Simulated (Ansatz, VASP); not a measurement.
# One calculation of SnTe, two programs

POSCAR

```
SnTe
1.0
    0.0000000000      3.4307701365      3.4307701365
    3.4307701365      0.0000000000      3.4307701365
    3.4307701365      3.4307701365      0.0000000000
Sn Te
1 1
Direct
    0.0000000000      0.0000000000      0.0000000000
    0.2500000000      0.2500000000      0.2500000000
```

Contents of INCAR.step1:

```
SYSTEM = SnTe
ALGO = Normal
EDIFF = 1E-4
ENCUT = 520
GGA = PE
ISMEAR = -1
LASPH = .TRUE.
LCHARG = .FALSE.
LREAL = .FALSE.
LWAVE = .TRUE.
NBANDS = 17
NELM = 60
PREC = Accurate
SIGMA = 0.1
```

INCAR.step2

```
SYSTEM = SnTe
ALGO = Normal
EDIFF = 1E-6
ENCUT = 520
ISIF = 2
ISMEAR = -1
ISTART = 1
LASPH = .TRUE.
LCHARG = .TRUE.
LELF = .TRUE.
LMIXTAU = .TRUE.
LREAL = .FALSE.
LVHAR = .TRUE.
LWAVE = .FALSE.
METAGGA = R2SCAN
NBANDS = 17
NELM = 60
PREC = Accurate
SIGMA = 0.1
```

File KPOINTS:

```
k-points
0
G
  12 12 12
  0 0 0
```

Input for Ansatz:

```yaml
crystal:
  lattice:
    - [0.0, 3.4307701365, 3.4307701365]
    - [3.4307701365, 0.0, 3.4307701365]
    - [3.4307701365, 3.4307701365, 0.0]
  atoms:
    - { symbol: Sn, position: [0.0, 0.0, 0.0] }
    - { symbol: Te, position: [0.25, 0.25, 0.25] }
kpoints:
  mp_grid: { grid: [12, 12, 12] }
scf:
  occupations: { method: fermi_dirac, width: 0.1 }
hamiltonian:
  xc: r2scan
  pseudopotentials: { kind: paw }
output:
  forces: true
  stress: true
  eigenvalues: true
  populations: true
  write_density: true
  write_potential: true
  elf: true
  volumetric_format: npy
```

Change from the starting cell: volume scaled by 0.88, PAW files.

Alike in both runs: task single point; functional r2SCAN; k mesh 12 × 12 × 12; occupations fermi-dirac, width 0.1 eV; no spin polarisation.

|  | VASP | Ansatz |
| --- | --- | --- |
| version | VASP 6.6.1 | Ansatz 0.2.0 |
| potentials or method | VASP PAW PBE potentials, release 64 (Sn_d, Te) | PAW with Ansatz's default frozen-core files, scalar-relativistic |
| plane-wave cutoff (eV) | 520 | 500 |
| valence electrons in the cell | 20 | 30 |

```csv
,VASP,Ansatz,Ansatz less VASP
pressure (GPa),4.2,4.2,0.00
```

VASP's potentials were made for PBE, not for r2SCAN. VASP's potentials hold 20 valence electrons a cell and Ansatz's 30, so a difference there can come from the potentials and not from the codes.

Spin-orbit coupling is off throughout.
